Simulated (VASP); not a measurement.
**GaN: single point with LDA**

Crystal: GaN.

```
CELL_PARAMETERS angstrom
-3.15158 0.00000 0.00000
0.00000 0.00000 -5.13825
0.00000 -5.45869 0.00000
ATOMIC_POSITIONS crystal
Ga 0.50000 0.00498 0.17971
Ga 0.00000 0.99465 0.65362
Ga 0.00000 0.49465 0.34638
Ga 0.50000 0.50498 0.82029
N 0.50000 0.62632 0.16856
N 0.00000 0.63111 0.66478
N 0.00000 0.13111 0.33522
N 0.50000 0.12632 0.83144
```

This cell differs from its parent crystal: atoms displaced along several vibrational modes.

```yaml
Program: VASP 6.6.1
Task: single point
Functional: LDA
Potentials_or_basis: VASP PAW LDA potentials, release 64 (Ga_d, N)
Cutoff: 520 eV
k_mesh: 8 × 6 × 6
Occupations: gaussian, width 0.05 eV
Spin: no spin polarisation
Dipole_correction: no
Further_INCAR_settings: ALGO = Normal; EDIFF = 1e-06; NBANDS = 46
```

| Property | Result |
| --- | --- |
| Pressure | 2.1 GPa |
| Largest force | 2.172 eV/Å |
| Band gap on the k mesh | 2.00 eV |

Forces in eV/Å, atoms in the order of the input:
```
Ga   0.000  1.735  0.425
Ga   0.000 -1.876 -1.094
Ga   0.000  1.876 -1.094
Ga   0.000 -1.735  0.425
N    0.000 -0.067  0.201
N    0.000 -0.171  0.469
N    0.000  0.171  0.469
N    0.000  0.067  0.201
```

Stress tensor (GPa, compression positive):
```
0.97 0.00 0.00
0.00 1.00 0.00
0.00 0.00 4.41
```

Levels at points of the mesh, in eV from the valence-band top:
```
           k point  band 32  band 33  band 34  band 35  band 36  band 37  band 38  band 39  band 40  band 41
(0.00, 0.00, 0.00)    -1.16    -0.68    -0.20    -0.05     0.00     2.00     4.29     4.94     5.52     5.88
(0.50, 0.00, 0.00)    -3.90    -2.51    -2.23    -2.13    -1.89     4.98     5.81     6.50     6.85     7.50
(0.00, 0.50, 0.00)    -2.12    -0.61    -0.61    -0.51    -0.51     4.09     4.09     4.46     4.46     7.74
(0.50, 0.50, 0.00)    -3.53    -2.16    -2.16    -1.59    -1.59     5.49     5.49     6.00     6.00     7.78
(0.00, 0.00, 0.50)    -2.10    -1.02    -0.81    -0.60    -0.32     4.09     4.50     5.86     6.01     6.98
(0.50, 0.00, 0.50)    -2.78    -2.65    -2.34    -1.17    -0.93     4.53     5.23     5.29     5.65     5.73
(0.00, 0.50, 0.50)    -2.05    -1.91    -1.91    -0.96    -0.96     4.88     4.88     5.45     5.45     7.46
(0.50, 0.50, 0.50)    -2.11    -2.04    -2.04    -1.74    -1.74     3.89     3.89     4.60     4.60     7.55
```

Run time: 7.3 min on 1 thread of Intel Xeon 8259CL (shared host), peak memory 0.33 GiB.

Caveat: the cell differs from its parent crystal (atoms displaced along several vibrational modes); forces of over 1 eV/Å act on the atoms, so gaps and moduli don't describe the material at rest.
